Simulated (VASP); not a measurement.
Set up this calculation in VASP 6.6.1, as the native input.

| Item | Value |
| --- | --- |
| Task | relaxation of cell and atoms |
| Functional | r2SCAN |
| Potentials or basis | VASP PAW PBE potentials, release 64 (Cu) |
| Cutoff | 600 eV |
| k mesh | 9 × 9 × 5 |
| Occupations | fermi-dirac, width 0.05 eV |
| Spin | no spin polarisation |
| Target pressure | 5 GPa |
| Dipole correction | no |
| Further INCAR settings | ALGO = Normal; EDIFF = 1e-06; IBRION = 2; EDIFFG = -0.02; NSW = 60; ISIF = 3 |

Cu:

```
Cu
1.0
     2.56000    0.00000    0.00000
    -1.28000    2.21703    0.00000
     0.00000    0.00000    4.18048
Cu
2
Cartesian
  0.0000 1.4780 1.0451
  1.2800 0.7390 3.1354
```

These files were run (other wordings do the same):

POSCAR

```
Cu
1.0
    2.5600000000      0.0000000000      0.0000000000
   -1.2800000000      2.2170250337      0.0000000000
    0.0000000000      0.0000000000      4.1804800000
Cu
2
Direct
    0.3333333333      0.6666666667      0.2500000000
    0.6666666667      0.3333333333      0.7500000000
```

INCAR.step1

```
PREC = Accurate
ENCUT = 600
ISMEAR = -1
SIGMA = 0.05
LREAL = False
LASPH = True
NELM = 100
GGA = PE
ALGO = Normal
EDIFF = 1E-4
LWAVE = True
LCHARG = False
```

INCAR.step2

```
PREC = Accurate
ENCUT = 600
EDIFF = 1E-6
ISMEAR = -1
SIGMA = 0.05
LREAL = False
LASPH = True
NELM = 100
ALGO = Normal
ISIF = 3
LWAVE = False
LCHARG = False
METAGGA = R2SCAN
LMIXTAU = True
IBRION = 2
NSW = 60
EDIFFG = -0.02
PSTRESS = 50.0
ISTART = 1
```

KPOINTS

```
regular mesh
0
Gamma
  9 9 5
```

Potentials or basis: VASP PAW PBE potentials, release 64 (Cu).

The run is started by

```console
$ cat potpaw_PBE.64/Cu/POTCAR > POTCAR
$ cp INCAR.step1 INCAR
$ mpirun -np 1 vasp_std > vasp.out
$ cp INCAR.step2 INCAR
$ mpirun -np 1 vasp_std > vasp.out
```

Results of the run:

```
Relaxed volume                                         : 11.15 Å³/atom
Relaxed cell                                           : a = 2.498 Å, b = 2.498 Å, c = 4.128 Å, α = 90.00°, β = 90.00°, γ = 120.00°
Space group after relaxing (to 0.05 Å)                 : P6_3/mmc (No. 194)
Energy change on relaxing (the enthalpy is what falls) : -1.2 meV/atom
Ionic steps                                            : 6
Pressure after relaxing                                : 5.1 GPa
Band gap on the k mesh                                 : zero (band 11 reaches 12.47 eV, above the bottom of band 12 at 6.08 eV)
```

Caveat: the cell is relaxed towards a set pressure, so the enthalpy falls and the energy may rise; the PAW data sets were made with another functional, which shifts forces and pressure a little.

Run time: 2.9 min on 1 thread of Intel(R) Xeon(R) Platinum 8375C CPU @ 2.90GHz (Ice Lake), on a shared host, peak memory 0.15 GiB.
